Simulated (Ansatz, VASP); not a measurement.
Two plane-wave programs on MnO

```xyz
2
Lattice="0.0000 2.1973 2.1973 2.1973 0.0000 2.1973 2.1973 2.1973 0.0000" Properties=species:S:1:pos:R:3 pbc="T T T"
Mn    0.0000    0.0000    0.0000
O     2.1973    2.1973    2.1973
```

Change from the starting cell: volume scaled by 0.97, PAW files.

Alike in both runs: task electric field gradients; functional PBE; k mesh 13 × 13 × 13; occupations fermi-dirac, width 0.05 eV; collinear spin.

```csv
,VASP,Ansatz
version,VASP 6.6.1,Ansatz 0.2.0
potentials or method,"VASP PAW PBE potentials, release 64 (Mn_pv, O)","PAW with Ansatz's default frozen-core files, scalar-relativistic"
plane-wave cutoff (eV),520,420
valence electrons in the cell,19,21
```

```csv
,VASP,Ansatz,Ansatz less VASP
pressure (GPa),3.9,3.6,-0.27
net moment per atom (μB),2.33,2.33,0.000
size of the moment on the site where the two differ most (μB),4.25,3.96,-0.297
```

Site moments also hang on the region over which each program counts them. VASP's potentials hold 19 valence electrons a cell and Ansatz's 21, so a difference there can come from the potentials and not from the codes.
